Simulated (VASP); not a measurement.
A run of VASP 6.6.1 is set up as follows.

File INCAR:

```
SYSTEM = Ti
ALGO = Normal ; EDIFF = 1E-6
ENCUT = 520 ; GGA = PS
ISIF = 2 ; ISMEAR = -1
LASPH = .TRUE. ; LCHARG = .TRUE.
LELF = .TRUE. ; LREAL = .FALSE.
LVHAR = .TRUE. ; LWAVE = .FALSE.
NBANDS = 12 ; NELM = 100
PREC = Accurate ; SIGMA = 0.05
```

The input KPOINTS:

```
k-points
0
G
  11 11 11
  0 0 0
```

POSCAR

```
Ti
1.0
    0.0000000000      1.9993889150      1.9993889150
    1.9993889150      0.0000000000      1.9993889150
    1.9993889150      1.9993889150      0.0000000000
Ti
1
Direct
    0.0000000000      0.0000000000      0.0000000000
```

Potentials or basis: VASP PAW PBE potentials, release 64 (Ti_sv).

Command:

```sh
$ cat potpaw_PBE.64/Ti_sv/POTCAR > POTCAR
$ mpirun -np 1 vasp_std > vasp.out
```

What does it give for the pressure?

4.7 GPa.

Predict the band gap on the k mesh.

zero (band 6 reaches 9.93 eV, above the bottom of band 7 at 8.71 eV).

Caveat: the PAW data sets were made with another functional, which shifts forces and pressure a little.
